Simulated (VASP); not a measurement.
**KBe2: single point with PBE**

The system is KBe2.

```
CELL_PARAMETERS angstrom
0.00000 3.61744 3.61744
3.61744 0.00000 3.61744
3.61744 3.61744 0.00000
ATOMIC_POSITIONS crystal
K 0.00000 0.00000 0.00000
Be 0.25000 0.25000 0.25000
Be 0.75000 0.75000 0.75000
```

```yaml
Program: VASP 6.6.1
Task: single point
Functional: PBE
Potentials_or_basis: VASP PAW PBE potentials, release 64 (K_sv, Be)
Cutoff: 520 eV
k_mesh: 6 × 6 × 6
Occupations: gaussian, width 0.1 eV
Spin: no spin polarisation
Dipole_correction: no
Further_INCAR_settings: ALGO = Fast; EDIFF = 1e-06; NBANDS = 14
```

| Item | Value |
| --- | --- |
| Pressure | 0.2 GPa |

Levels at points of the mesh, in eV from the Fermi level:
| k point | band 3 | band 4 | band 5 | band 6 | band 7 | band 8 | band 9 | band 10 |
| --- | --- | --- | --- | --- | --- | --- | --- | --- |
| (0.00, 0.00, 0.00) | -14.04 | -14.04 | -4.52 | 0.64 | 0.64 | 0.64 | 0.68 | 3.84 |
| (0.50, 0.00, 0.00) | -14.05 | -14.05 | -2.90 | -2.51 | 1.21 | 1.21 | 2.12 | 2.12 |
| (0.50, 0.50, 0.00) | -14.06 | -14.06 | -2.48 | -1.45 | -1.17 | 0.49 | 0.49 | 3.79 |

Run time: 25 s on 1 thread of Intel(R) Xeon(R) Platinum 8488C (Sapphire Rapids) (shared host), peak memory 0.23 GiB.
